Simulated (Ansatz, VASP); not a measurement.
# Cu2O in VASP and in Ansatz

Contents of INCAR:

```
PREC     = Accurate       # precision mode
ENCUT    = 600            # plane-wave cutoff, eV
EDIFF    = 1E-6           # SCF threshold, eV
ISMEAR   = 0              # smearing method
SIGMA    = 0.02           # smearing width, eV
LREAL    = False          # projectors in reciprocal space
LASPH    = True           # aspherical terms in the spheres
NELM     = 120            # most SCF steps
ALGO     = Normal         # electronic algorithm
ISIF     = 2              # what is computed and relaxed
LWAVE    = False          # write WAVECAR
LCHARG   = False          # write CHGCAR
GGA      = PE             # functional
NBANDS   = 37             # bands
GGA_COMPAT= False
```

The input KPOINTS:

```
Automatic mesh
0
Gamma
  12 12 12
```

POSCAR

```
Cu2O
1.0
    4.2600000000      0.0000000000      0.0000000000
    0.0000000000      4.2600000000      0.0000000000
    0.0000000000      0.0000000000      4.2600000000
Cu O
4 2
Direct
    0.2500000000      0.2500000000      0.2500000000
    0.2500000000      0.7500000000      0.7500000000
    0.7500000000      0.7500000000      0.2500000000
    0.7500000000      0.2500000000      0.7500000000
    0.0000000000      0.0000000000      0.0000000000
    0.5000000000      0.5000000000      0.5000000000
```

Input for Ansatz:

```yaml
crystal:
  lattice:
    - [4.26, 0.0, 0.0]
    - [0.0, 4.26, 0.0]
    - [0.0, 0.0, 4.26]
  atoms:
    - { symbol: Cu, position: [0.25, 0.25, 0.25] }
    - { symbol: Cu, position: [0.25, 0.75, 0.75] }
    - { symbol: Cu, position: [0.75, 0.75, 0.25] }
    - { symbol: Cu, position: [0.75, 0.25, 0.75] }
    - { symbol: O, position: [0.0, 0.0, 0.0] }
    - { symbol: O, position: [0.5, 0.5, 0.5] }
basis:
  ecutwfc: 420
kpoints:
  mp_grid: { grid: [12, 12, 12] }
hamiltonian:
  xc: pbe
  pseudopotentials: { kind: paw }
scf:
  occupations: { method: gaussian, width: 0.02 }
output:
  forces: true
  stress: true
  eigenvalues: true
```

Alike in both runs: task single point; functional PBE; k mesh 12 × 12 × 12; occupations gaussian, width 0.02 eV; no spin polarisation.

```csv
,VASP,Ansatz
version,VASP 6.6.1,Ansatz 0.2.0
potentials or method,"VASP PAW PBE potentials, release 64 (Cu, O), cutoff 600 eV","scalar-relativistic, plane waves, PAW"
valence electrons in the cell,56,88
```

Ansatz gave:

| Property | Result |
| --- | --- |
| gap on the k mesh at the Fermi level (eV) | 0.53 |
| least direct gap on the mesh (eV) | 0.53 |
| pressure (GPa) | 3.2 |

Q: What did VASP give for the same quantities?

A: gap on the k mesh at the Fermi level (eV): 0.54; least direct gap on the mesh (eV): 0.54; pressure (GPa): 3.9.

VASP's potentials hold 56 valence electrons a cell and Ansatz's 88, so a difference there can come from the potentials and not from the codes.
